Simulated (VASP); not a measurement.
Input of a VASP 6.6.1 run:

INCAR

```
SYSTEM = MgO
PREC = Accurate
ENCUT = 520
EDIFF = 1E-6
ISMEAR = 0
SIGMA = 0.01
LREAL = .False.
LASPH = .True.
NELM = 100
ALGO = Normal
ISIF = 2
LWAVE = .False.
LCHARG = .True.
GGA = PE
LELF = .True.
LVHAR = .True.
NBANDS = 11
```

Contents of KPOINTS:

```
Automatic mesh
0
Gamma
  6 6 6
  0 0 0
```

POSCAR

```
MgO
1.0
    2.6663624949      0.0000000000      0.0000000000
    0.0000000000      2.6663624949      0.0000000000
    0.0000000000      0.0000000000      2.6663624949
Mg O
1 1
Direct
    0.0000000000      0.0000000000      0.0000000000
    0.5000000000      0.5000000000      0.5000000000
```

Potentials or basis: VASP PAW PBE potentials, release 64 (Mg, O).

Command:

```sh
$ cat potpaw_PBE.64/Mg/POTCAR potpaw_PBE.64/O/POTCAR > POTCAR
$ mpirun -np 1 vasp_std > vasp.out
```

(1) Predict the band gap on the k mesh.

(2) What does it give for the pressure?

Results:

(1) 2.18 eV, indirect (least direct gap 3.15 eV).

(2) -1.8 GPa.
